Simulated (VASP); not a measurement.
# Al2Cu (I4/mmm) in VASP: further runs

Al2Cu is run at these levels: PBE; tasks: single point.

All numbers are computed with VASP 6.6.1; they aren't measurements. Logs are shortened: lines on timing, memory, paths and dates and some standing lists are left out, and cuts for length are marked.

### Step 1. The cell of the first run

Symmetry: I4/mmm, No. 139, tetragonal system. Conventional cell: a = 4.232 Å, b = 4.232 Å, c = 5.378 Å, α = 90.00°, β = 90.00°, γ = 90.00°. Within 3.3 Å of Al (site symmetry -4m2) lie 4 Cu at 2.51 Å and 6 Al at 2.69 to 2.99 Å. Within 3.3 Å of Cu (site symmetry 4/mmm) lie 8 Al at 2.51 Å.

### Step 2. Single point, PBE

INCAR

```
PREC = Accurate ; ENCUT = 520
EDIFF = 1E-6 ; ISMEAR = 0
SIGMA = 0.15 ; LREAL = False
LASPH = True ; NELM = 60
ALGO = Fast ; ISIF = 2
LWAVE = False ; LCHARG = True
GGA = PE ; LELF = True
LVHAR = True ; NBANDS = 16
```

KPOINTS

```
regular mesh
0
Gamma
  14 14 14
```

POSCAR

```
Al2Cu
1.0
   -2.1161614991      2.1161614991      2.6890032877
    2.1161614991     -2.1161614991      2.6890032877
    2.1161614991      2.1161614991     -2.6890032877
Al Cu
2 1
Direct
    0.7500000000      0.2500000000      0.5000000000
    0.2500000000      0.7500000000      0.5000000000
    0.5000000000      0.5000000000      0.0000000000
```

Potentials or basis: VASP PAW PBE potentials, release 64 (Al, Cu).

The run is started by

```bash
cat potpaw_PBE.64/Al/POTCAR potpaw_PBE.64/Cu/POTCAR > POTCAR
mpirun -np 1 vasp_std > vasp.out
```

OUTCAR:

```text
PREC = Accurate
   ENCUT = 520
   EDIFF = 1E-6
   ISMEAR = 0
   LREAL = False
   LASPH = True
   NELM = 60
   ISIF = 2
   GGA = PE

 ion  position               nearest neighbor table
   1  0.750  0.250  0.500-   3 2.51   3 2.51   3 2.51   3 2.51   2 2.69   2 2.69   2 2.99   2 2.99
                             2 2.99   2 2.99
   2  0.250  0.750  0.500-   3 2.51   3 2.51   3 2.51   3 2.51   1 2.69   1 2.69   1 2.99   1 2.99
                             1 2.99   1 2.99
   3  0.500  0.500  0.000-   2 2.51   1 2.51   2 2.51   1 2.51   1 2.51   2 2.51   1 2.51   2 2.51

  LATTYP: Found a body centered tetragonal cell.
 ALAT       =     4.2323229982
 C/A-ratio  =     1.2706985213

  Lattice vectors:

 A1 = (  -2.1161614991,   2.1161614991,   2.6890032877)
 A2 = (   2.1161614991,  -2.1161614991,   2.6890032877)
 A3 = (   2.1161614991,   2.1161614991,  -2.6890032877)

Analysis of symmetry for initial positions (statically):
=====================================================================
 Subroutine PRICEL returns:
 Original cell was already a primitive cell.

 Routine SETGRP: Setting up the symmetry group for a
 body centered tetragonal supercell.

 Subroutine GETGRP returns: Found 16 space group operations
 (whereof 16 operations were pure point group operations)
 out of a pool of 16 trial point group operations.

The static configuration has the point symmetry D_4h.

Analysis of symmetry for dynamics (positions and initial velocities):
=====================================================================
 Subroutine PRICEL returns:
 Original cell was already a primitive cell.

 Routine SETGRP: Setting up the symmetry group for a
 body centered tetragonal supercell.

 Subroutine GETGRP returns: Found 16 space group operations
 (whereof 16 operations were pure point group operations)
 out of a pool of 16 trial point group operations.

The dynamic configuration has the point symmetry D_4h.

 Subroutine INISYM returns: Found 16 space group operations
 (whereof 16 operations are pure point group operations),
 and found     1 'primitive' translations

----------------------------------------------------------------------------------------

                                     Primitive cell

  volume of cell :      48.1669

  direct lattice vectors                    reciprocal lattice vectors
    -2.116161499  2.116161499  2.689003288     0.000000000  0.236276863  0.185942502
     2.116161499 -2.116161499  2.689003288     0.236276863  0.000000000  0.185942502
     2.116161499  2.116161499 -2.689003288     0.236276863  0.236276863  0.000000000

  length of vectors
     4.023309292  4.023309292  4.023309292     0.300668206  0.300668206  0.334145944

  position of ions in fractional coordinates (direct lattice)
     0.750000000  0.250000000  0.500000000
     0.250000000  0.750000000  0.500000000
     0.500000000  0.500000000  0.000000000

  ion indices of the primitive-cell ions
   primitive index   ion index
                 1           1
                 2           2
                 3           3

----------------------------------------------------------------------------------------

 KPOINTS: regular mesh

Automatic generation of k-mesh.
 Grid dimensions read from file:
 generate k-points for:   14   14   14

 Generating k-lattice:

  Cartesian coordinates                     Fractional coordinates (reciprocal lattice)
     0.000000000  0.016876919  0.013281607     0.071428571  0.000000000 -0.000000000
     0.016876919  0.000000000  0.013281607     0.000000000  0.071428571 -0.000000000
     0.016876919  0.016876919  0.000000000     0.000000000  0.000000000  0.071428571

  Length of vectors
     0.021476300  0.021476300  0.023867567

  Shift w.r.t. Gamma in fractional coordinates (k-lattice)
     0.000000000  0.000000000  0.000000000

 Subroutine IBZKPT returns following result:
 ===========================================

 Found    244 irreducible k-points:

 Following reciprocal coordinates:
            Coordinates               Weight
  0.000000  0.000000  0.000000      1.000000
  0.071429 -0.000000  0.000000      8.000000
  0.142857 -0.000000  0.000000      8.000000
  0.214286 -0.000000  0.000000      8.000000
  0.285714 -0.000000  0.000000      8.000000
  0.357143 -0.000000  0.000000      8.000000
[... 16 lines left out ...]
  0.214286  0.142857  0.000000     16.000000
  0.285714  0.142857  0.000000     16.000000
 [... further k-points ...]
   k-points           NKPTS =    244   k-points in BZ     NKDIM =    244   number of bands    NBANDS=     16
   number of dos      NEDOS =    301   number of ions     NIONS =      3
   total plane-waves  NPLWV =  27000
   dimension x,y,z NGX =    30 NGY =   30 NGZ =   30
   dimension x,y,z NGXF=    60 NGYF=   60 NGZF=   60
   ions per type =               2   1
   NGX,Y,Z   is equivalent  to a cutoff of  12.40, 12.40, 12.40 a.u.
   NGXF,Y,Z  is equivalent  to a cutoff of  24.79, 24.79, 24.79 a.u.
 SYSTEM =  unknown system
   PREC   = accura    normal or accurate (medium, high low for compatibility)
   ISTART =      0    job   : 0-new  1-cont  2-samecut
   ICHARG =      2    charge: 1-file 2-atom 10-const
   ISPIN  =      1    spin polarized calculation?
   LNONCOLLINEAR =      F non collinear calculations
   LSORBIT =      F    spin-orbit coupling
   LASPH  =      T    aspherical Exc in radial PAW
   ENCUT  =  520.0 eV  38.22 Ry    6.18 a.u.   7.48  7.48  7.48*2*pi/ulx,y,z
   NELM   =     60;   NELMIN=  2; NELMDL= -5     # of ELM steps
   EDIFF  = 0.1E-05   stopping-criterion for ELM
   LREAL  =      F    real-space projection
   EDIFFG = 0.1E-04   stopping-criterion for IOM
   NSW    =      0    number of steps for IOM
   IBRION =     -1    ionic relax: 0-MD 1-quasi-New 2-CG
   NFREE  =      0    steps in history (QN), initial steepest desc. (CG)
   ISIF   =      2    stress and relaxation
   ISYM   =      2    0-nonsym 1-usesym 2-fastsym
   POTIM  = 0.5000    time-step for ionic-motion
   TEBEG  =    0.0;   TEEND  =   0.0 temperature during run
   PSTRESS=    0.0 pullay stress
   NELECT =      17.0000    total number of electrons
   NUPDOWN=      -1.0000    fix difference up-down
   EMIN   =  10.00;   EMAX   =-10.00  energy-range for DOS
   EFERMI =   0.00;   METHOD = LEGACY
   ISMEAR =     0;   SIGMA  =   0.15  broadening in eV -4-tet -1-fermi 0-gaus
   EFERMI_NEDOS =   21; number of points for ismear=-14 and -15
   IALGO  =     68    algorithm
   IMIX   =      4    mixing-type and parameters
     AMIX     =   0.40;   BMIX     =  1.00
     AMIX_MAG =   1.60;   BMIX_MAG =  1.00
  volume/ion in A,a.u.               =      16.06       108.35
  Fermi-wavevector in a.u.,A,eV,Ry     =   1.156933  2.186286 18.211312  1.338494
  Thomas-Fermi vector in A             =   2.293549
   LORBIT       =      0    0 simple, 1 ext, 2 COOP (PROOUT), +10 PAW based schemes
   GGA     = PE    functional components
   LHFCALC =     F    Hartree Fock is set to
   AEXX    =    0.0000 exact exchange contribution
   IVDW    =     0    specifies the selected vdW correction
   LEPSILON=     F    determine dielectric tensor
   LRPA    =     F    only Hartree local field effects (RPA)
 non-spin polarized calculation
 RMM-DIIS sequential band-by-band and
 Gauss-broadening in eV      SIGMA  =   0.15
  energy-cutoff  :      520.00
  volume of cell :       48.17
 maximum number of plane-waves:      1330
 NGX is ok and might be reduce to    30

 number of electron      17.0000000 magnetization

 Free energy of the ion-electron system (eV)
  ---------------------------------------------------
  ext. energy  EPLUGINS =         0.00000000
  ---------------------------------------------------
  free energy    TOTEN  =       -11.63366599 eV

  energy without entropy =      -11.62198905  energy(sigma->0) =      -11.62782752

 E-fermi :   6.9187     XC(G=0): -10.4202

 val. band max:        6.9158387764   @ k =  -0.2857  -0.3571   0.0714
 cond. band min:       6.9469556829   @ k =   0.3571   0.2143   0.0000
 fundamental gap:      0.0311169066
 Fermi energy:         6.9187077742

 k-point     1 :       0.0000    0.0000    0.0000
  band No.  band energies     occupation
      1      -3.2224      2.00000
      2       2.3959      2.00000
      3       2.4985      2.00000
      4       2.4985      2.00000
      5       2.9204      2.00000
      6       3.0787      2.00000
[... 8 lines left out ...]
     15      12.7688      0.00000
     16      13.7451      0.00000

 k-point     2 :       0.0714   -0.0000    0.0000
  band No.  band energies     occupation
      1      -3.1543      2.00000
      2       2.3890      2.00000
      3       2.4933      2.00000
      4       2.5074      2.00000
      5       2.9192      2.00000
      6       3.0749      2.00000
[... 8 lines left out ...]
     15      12.5469      0.00000
     16      14.2489      0.00000

 k-point     3 :       0.1429   -0.0000    0.0000
  band No.  band energies     occupation
      1      -2.9507      2.00000
      2       2.3395      2.00000
      3       2.5024      2.00000
      4       2.5300      2.00000
      5       2.9194      2.00000
      6       3.0652      2.00000
[... 8 lines left out ...]
     15      13.0898      0.00000
     16      14.1316      0.00000

 k-point     4 :       0.2143   -0.0000    0.0000
  band No.  band energies     occupation
      1      -2.6143      2.00000
      2       2.2188      2.00000
      3       2.5374      2.00000
      4       2.5545      2.00000
      5       2.9315      2.00000
      6       3.0547      2.00000
[... 8 lines left out ...]
     15      13.6634      0.00000
     16      14.1598      0.00000

 k-point     5 :       0.2857   -0.0000    0.0000
  band No.  band energies     occupation
      1      -2.1506      2.00000
      2       1.9964      2.00000
      3       2.5680      2.00000
      4       2.5780      2.00000
      5       2.9646      2.00000
      6       3.0487      2.00000
[... 8 lines left out ...]
     15      14.0262      0.00000
     16      15.2433      0.00000

 k-point     6 :       0.3571   -0.0000    0.0000
  band No.  band energies     occupation
      1      -1.5718      2.00000
      2       1.5793      2.00000
      3       2.5681      2.00000
      4       2.6072      2.00000
      5       3.0129      2.00000
      6       3.0466      2.00000
[... 8 lines left out ...]
     15      15.2105      0.00000
     16      16.4033      0.00000
[... 267 lines left out ...]
 k-point    21 :      -0.0714    0.0714    0.0000
  band No.  band energies     occupation
      1      -3.1383      2.00000
      2       2.4083      2.00000
      3       2.4752      2.00000
      4       2.5154      2.00000
      5       2.9111      2.00000
      6       3.0771      2.00000
[... 8 lines left out ...]
     15      12.8906      0.00000
     16      14.0814      0.00000

 k-point    22 :       0.1429    0.1429    0.0000
  band No.  band energies     occupation
      1      -2.4756      2.00000
      2       2.1592      2.00000
      3       2.5519      2.00000
      4       2.5652      2.00000
      5       2.9409      2.00000
      6       3.0551      2.00000
[... 8 lines left out ...]
     15      13.2539      0.00000
     16      15.5470      0.00000

 k-point    23 :       0.2143    0.1429    0.0000
  band No.  band energies     occupation
      1      -2.0427      2.00000
      2       1.9920      2.00000
      3       2.5483      2.00000
      4       2.6115      2.00000
      5       2.9548      2.00000
      6       3.0674      2.00000
[... 8 lines left out ...]
     15      13.5505      0.00000
     16      16.2136      0.00000

 k-point    24 :       0.2857    0.1429    0.0000
  band No.  band energies     occupation
      1      -1.4906      2.00000
      2       1.7000      2.00000
      3       2.5319      2.00000
      4       2.6502      2.00000
      5       2.9749      2.00000
      6       3.0919      2.00000
[... 8 lines left out ...]
     15      14.5250      0.00000
     16      17.2848      0.00000

 [... further k-points ...]

------------------------ aborting loop because EDIFF is reached ----------------------------------------

  FORCE on cell =-STRESS in cart. coord.  units (eV):
  Direction    XX          YY          ZZ          XY          YZ          ZX
  --------------------------------------------------------------------------------------
  -------------------------------------------------------------------------------------
  Total       -0.7224372     -0.7224372      2.7163610      0.0000000     -0.0000000      0.0000000
  in kB      -24.0304412    -24.0304412     90.3543619      0.0000000     -0.0000000      0.0000000
  external PRESSURE =      14.0978265 kB  Pullay stress =       0.0000000 kB

 VOLUME and BASIS-vectors are now :
 -----------------------------------------------------------------------------
  energy-cutoff  :      520.00
  volume of cell :       48.17
      direct lattice vectors                 reciprocal lattice vectors
    -2.116161499  2.116161499  2.689003288     0.000000000  0.236276863  0.185942502
     2.116161499 -2.116161499  2.689003288     0.236276863  0.000000000  0.185942502
     2.116161499  2.116161499 -2.689003288     0.236276863  0.236276863  0.000000000

 POSITION                                       TOTAL-FORCE (eV/Angst)
 -----------------------------------------------------------------------------------
      0.00000      2.11616      1.34450        -0.000000     -0.000000      0.000000
      2.11616      0.00000      1.34450         0.000000      0.000000     -0.000000
      0.00000      0.00000      2.68900         0.000000      0.000000     -0.000000
 -----------------------------------------------------------------------------------
    total drift:                                0.000000     -0.000000      0.000000

  FREE ENERGIE OF THE ION-ELECTRON SYSTEM (eV)
  ---------------------------------------------------
  free  energy   TOTEN  =       -11.6336659883 eV

  energy  without entropy=      -11.6219890547  energy(sigma->0) =      -11.62782752
```

It took 1.8 min on 1 thread of Intel Xeon 6975P-C (Granite Rapids), shared host; peak memory 0.3 GiB.

Results:

- Free energy: -11.6337 eV
- Pressure: 1.4 GPa
- Band gap on the k mesh: zero (an odd number of electrons rules out a gap without spin polarisation)

Stress tensor (GPa, compression positive):
```
-2.40  0.00  0.00
 0.00 -2.40  0.00
 0.00  0.00  9.04
```

Levels at points of the mesh, in eV from the Fermi level:
```tsv
k point	band 5	band 6	band 7	band 8	band 9	band 10	band 11	band 12	band 13	band 14
(0.00, 0.00, 0.00)	-4.00	-3.84	2.12	2.71	2.71	3.31	3.31	3.46	4.16	5.85
(0.50, 0.00, 0.00)	-3.93	-3.85	-3.78	0.20	0.94	2.46	2.61	4.52	4.62	8.92
(0.50, 0.50, 0.00)	-3.91	-3.83	-3.65	-2.07	-1.28	0.75	1.83	8.63	8.98	9.93
(0.50, 0.50, 0.50)	-3.93	-3.79	-3.45	-2.39	-2.39	-0.50	1.14	9.12	10.20	10.20
```

Caveat: the cell differs from its parent crystal (strain +e along x and -e along y +0.0000, strain +e along z and -e/2 along x and y -0.0700).

### Step 3. Single point, PBE

This run uses another cell than the first one, of the same volume but with other edges.

INCAR

```
SYSTEM = Al2Cu
PREC = Accurate
ENCUT = 520
EDIFF = 1E-7
ISMEAR = 0
SIGMA = 0.15
LREAL = .False.
LASPH = .True.
NELM = 100
ALGO = Fast
ISIF = 2
LWAVE = .False.
LCHARG = .True.
GGA = PE
LELF = .True.
LVHAR = .True.
NBANDS = 16
```

KPOINTS

```
regular mesh
0
Gamma
  14 14 14
  0 0 0
```

POSCAR

```
Al2Cu
1.0
   -1.9730394653      1.9730394653      3.0937994815
    1.9730394653     -1.9730394653      3.0937994815
    1.9730394653      1.9730394653     -3.0937994815
Al Cu
2 1
Direct
    0.7500000000      0.2500000000      0.5000000000
    0.2500000000      0.7500000000      0.5000000000
    0.5000000000      0.5000000000      0.0000000000
```

Potentials or basis: VASP PAW PBE potentials, release 64 (Al, Cu).

The run is started by

```bash
cat potpaw_PBE.64/Al/POTCAR potpaw_PBE.64/Cu/POTCAR > POTCAR
mpirun -np 1 vasp_std > vasp.out
```

Wall time 94 s (1 thread of Intel Xeon 6975P-C (Granite Rapids), shared host); peak memory 0.31 GiB.

It converged, with:

```yaml
Free_energy: -11.6658 eV
Pressure: 1.0 GPa
Band_gap_on_the_k_mesh: zero (an odd number of electrons rules out a gap without spin polarisation)
```

Stress tensor (GPa, compression positive):
```
 3.62  0.00  0.00
 0.00  3.62  0.00
 0.00  0.00 -4.13
```

Levels at points of the mesh, in eV from the Fermi level:
| k point | band 5 | band 6 | band 7 | band 8 | band 9 | band 10 | band 11 | band 12 | band 13 | band 14 |
| --- | --- | --- | --- | --- | --- | --- | --- | --- | --- | --- |
| (0.00, 0.00, 0.00) | -4.02 | -3.85 | 2.33 | 2.52 | 2.52 | 3.23 | 3.23 | 3.65 | 4.14 | 5.01 |
| (0.50, 0.00, 0.00) | -3.98 | -3.87 | -3.78 | 0.11 | 1.09 | 2.14 | 3.15 | 4.24 | 4.52 | 9.19 |
| (0.50, 0.50, 0.00) | -3.88 | -3.84 | -3.51 | -2.51 | -1.76 | -0.10 | 1.40 | 8.71 | 8.81 | 9.24 |
| (0.50, 0.50, 0.50) | -4.04 | -3.86 | -3.75 | -1.50 | -1.50 | 1.11 | 1.94 | 8.97 | 10.92 | 10.92 |

Caveat: the cell differs from its parent crystal (strain +e along x and -e along y +0.0000, strain +e along z and -e/2 along x and y +0.0700).

### Step 4. Single point, PBE

INCAR

```
SYSTEM = Al2Cu
  ALGO = Fast
  EDIFF = 1E-7
  ENCUT = 520
  GGA = PE
  ISIF = 2
  ISMEAR = 0
  LASPH = .True.
  LCHARG = .False.
  LREAL = .False.
  LWAVE = .False.
  NBANDS = 16
  NELM = 60
  PREC = Accurate
  SIGMA = 0.15
```

KPOINTS

```
k-points
0
Gamma
  14 14 14
  0 0 0
```

POSCAR

```
Al2Cu
1.0
   -2.0684200778      2.0684200778      2.8240317323
    2.0684200778     -2.0684200778      2.8240317323
    2.0684200778      2.0684200778     -2.8240317323
Al Cu
2 1
Direct
    0.7500000000      0.2500000000      0.5000000000
    0.2500000000      0.7500000000      0.5000000000
    0.5000000000      0.5000000000      0.0000000000
```

The run is started by

```bash
cat potpaw_PBE.64/Al/POTCAR potpaw_PBE.64/Cu/POTCAR > POTCAR
mpirun -np 1 vasp_std > vasp.out
```

It took 1.9 min on 1 thread of Intel Xeon 6975P-C (Granite Rapids), shared host; peak memory 0.29 GiB.

Results (log left out):

- Free energy: -11.7405 eV
- Pressure: 0.3 GPa
- Band gap on the k mesh: zero (an odd number of electrons rules out a gap without spin polarisation)

Stress tensor (GPa, compression positive):
```
-0.86  0.00  0.00
 0.00 -0.86  0.00
 0.00  0.00  2.53
```

Levels at points of the mesh, in eV from the Fermi level:
| k point | band 6 | band 7 | band 8 | band 9 | band 10 | band 11 | band 12 | band 13 |
| --- | --- | --- | --- | --- | --- | --- | --- | --- |
| (0.00, 0.00, 0.00) | -3.92 | 2.59 | 2.84 | 2.84 | 2.98 | 2.98 | 3.10 | 4.05 |
| (0.50, 0.00, 0.00) | -3.89 | -3.87 | 0.47 | 0.75 | 2.79 | 2.86 | 3.80 | 4.35 |
| (0.50, 0.50, 0.00) | -3.80 | -3.70 | -2.00 | -1.74 | 0.40 | 1.63 | 8.91 | 9.94 |
| (0.50, 0.50, 0.50) | -3.81 | -3.61 | -2.10 | -2.10 | -0.01 | 1.42 | 8.98 | 10.33 |

Caveat: the cell differs from its parent crystal (strain +e along x and -e along y +0.0000, strain +e along z and -e/2 along x and y -0.0233).

### Step 5. Summary

```tsv
cell	further INCAR settings	gap on the mesh (eV)	pressure (GPa)
a = 4.023 Å, angles 116.5, 116.5, 96.1°, 3 atoms	ALGO = Fast; EDIFF = 1e-06; NBANDS = 16	none	1.4
a = 4.166 Å, angles 123.5, 123.5, 84.1°, 3 atoms	ALGO = Fast; EDIFF = 1e-07; NBANDS = 16	none	1.0
a = 4.066 Å, angles 118.8, 118.8, 92.0°, 3 atoms	ALGO = Fast; EDIFF = 1e-07; NBANDS = 16	none	0.3
```

Alike in all rows: task single point; level PBE; potentials or basis VASP PAW PBE potentials, release 64 (Al, Cu); no spin polarisation; k mesh 14 × 14 × 14; cutoff (eV) 520; smearing gaussian 0.15 eV.

Total energies depend on the potentials used, so only differences within one code and one set of settings carry meaning.
